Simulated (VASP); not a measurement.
Write the native input for VASP 6.6.1 that does the following.

```
Task                   : single point
Functional             : LDA
Potentials or basis    : VASP PAW LDA potentials, release 64 (Au)
Cutoff                 : 520 eV
k mesh                 : 7 × 7 × 7
Occupations            : methfessel-paxton, width 0.05 eV
Spin                   : no spin polarisation
Dipole correction      : no
Further INCAR settings : ALGO = Normal; EDIFF = 1e-06; NBANDS = 24
```

The structure of Au lies in POSCAR:

```
Au
1.0
    0.0000000000      2.0350000000      2.0350000000
    2.0350000000      0.0000000000      2.0350000000
    6.6137500000      6.1050000000      0.5087500000
Au
3
Direct
    0.0000000000      0.0000000000      0.0000000000
    0.0000000000     -0.0833333333      0.3333333333
    0.0000000000     -0.1666666667      0.6666666667
```

One way to write it, as run:

INCAR

```
SYSTEM = Au
  PREC = Accurate
  ENCUT = 520
  EDIFF = 1E-6
  ISMEAR = 1
  SIGMA = 0.05
  LREAL = .False.
  LASPH = .True.
  NELM = 80
  ALGO = Normal
  ISIF = 2
  LWAVE = .False.
  LCHARG = .True.
  LELF = .True.
  LVHAR = .True.
  NBANDS = 24
```

KPOINTS

```
Automatic mesh
0
Gamma
  7 7 7
  0 0 0
```

Potentials or basis: VASP PAW LDA potentials, release 64 (Au).

The run is started by

```bash
$ cat potpaw_LDA.64/Au/POTCAR > POTCAR
$ mpirun -np 1 vasp_std > vasp.out
```

It gave:

```json
{
 "Pressure": "-0.8 GPa",
 "Largest force": "0.884 eV/Å",
 "Band gap on the k mesh": "zero (an odd number of electrons rules out a gap without spin polarisation)"
}
```

Caveat: the k points lie up to 0.36 Å⁻¹ apart, too coarse for converged energies and pressures of a metal; spin-orbit coupling is left out, which moves the levels of the heavy elements.

It took 3.9 min on 1 thread of Intel Xeon 8259CL, with other jobs on the host, peak memory 0.28 GiB.
